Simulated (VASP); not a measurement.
A run of VASP 6.6.1 is set up as follows.

Contents of INCAR:

```
SYSTEM = GaGe
ALGO = Normal
EDIFF = 1E-7
EDIFFG = -0.04
ENCUT = 500
GGA = PE
GGA_COMPAT = .FALSE.
IBRION = 2
ISIF = 3
ISMEAR = 0
LASPH = .TRUE.
LCHARG = .FALSE.
LREAL = .FALSE.
LWAVE = .FALSE.
NELM = 120
NELMIN = 4
NSW = 90
PREC = Accurate
SIGMA = 0.1
```

The input KPOINTS:

```
k-points
0
G
  6 6 6
  0 0 0
```

POSCAR

```
GaGe
1.0
    3.6684400653      0.0000000000      0.0000000000
    0.0000000000      3.6684400653      0.0000000000
    0.0000000000      0.0000000000      3.6684400653
Ga Ge
1 1
Direct
    0.0000000000      0.0000000000      0.0000000000
    0.5000000000      0.5000000000      0.5000000000
```

Potentials or basis: VASP PAW PBE potentials, release 64 (Ga_d, Ge_d).

Launch:

```console
$ cat potpaw_PBE.64/Ga_d/POTCAR potpaw_PBE.64/Ge_d/POTCAR > POTCAR
$ mpirun -np 1 vasp_std > vasp.out
```

Question: Estimate the relaxed volume.

Answer: 19.11 Å³/atom.

Question: What does it give for the relaxed cell?

Answer: a = 3.369 Å, b = 3.369 Å, c = 3.369 Å, α = 90.00°, β = 90.00°, γ = 90.00°.

Question: Predict the space group after relaxing (to 0.1 Å).

Answer: Pm-3m (No. 221).

The path:
| step | energy change (eV) | largest force (eV/Å) | pressure (GPa) | volume (Å³) |
| --- | --- | --- | --- | --- |
| 1 | 0.0000 | 0.0000 | -7.59 | 49.37 |
| 2 | -0.2974 | 0.0000 | -3.92 | 41.47 |
| 3 | -0.3426 | 0.0000 | 0.46 | 37.89 |
| 4 | -0.3430 | 0.0000 | -0.09 | 38.23 |

Caveat: the volume moved by over 15 % at a fixed basis, so the end points are rough; the highest band is partly filled, so the run has too few bands.
